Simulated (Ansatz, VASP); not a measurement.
**One calculation of Zn, two programs**

```
Zn
1.0
     2.61962    0.00000    0.00000
    -1.30981    2.26866    0.00000
     0.00000    0.00000    4.86284
Zn
2
Direct
  0.33333 0.66667 0.25000
  0.66667 0.33333 0.75000
```

Change from the starting cell: volume scaled by 0.95.

Alike in both runs: task single point; functional PBE; k mesh 18 × 18 × 8; occupations fermi-dirac, width 0.03 eV; no spin polarisation.

|  | VASP | Ansatz |
| --- | --- | --- |
| version | VASP 6.6.1 | Ansatz 0.2.0 |
| potentials or method | VASP PAW PBE potentials, release 64 (Zn), cutoff 520 eV | all-electron LAPW, scalar-relativistic |

Ansatz gave:

```
pressure (GPa)                                                : 3.9
traceless stress, the component that is largest in VASP (GPa) : -0.06
```

Question: Which values does VASP return?

Answer: Pressure (GPa): 4.3; traceless stress, the component that is largest in VASP (GPa): -0.21.

Ansatz ran all-electron here, and VASP with PAW potentials.
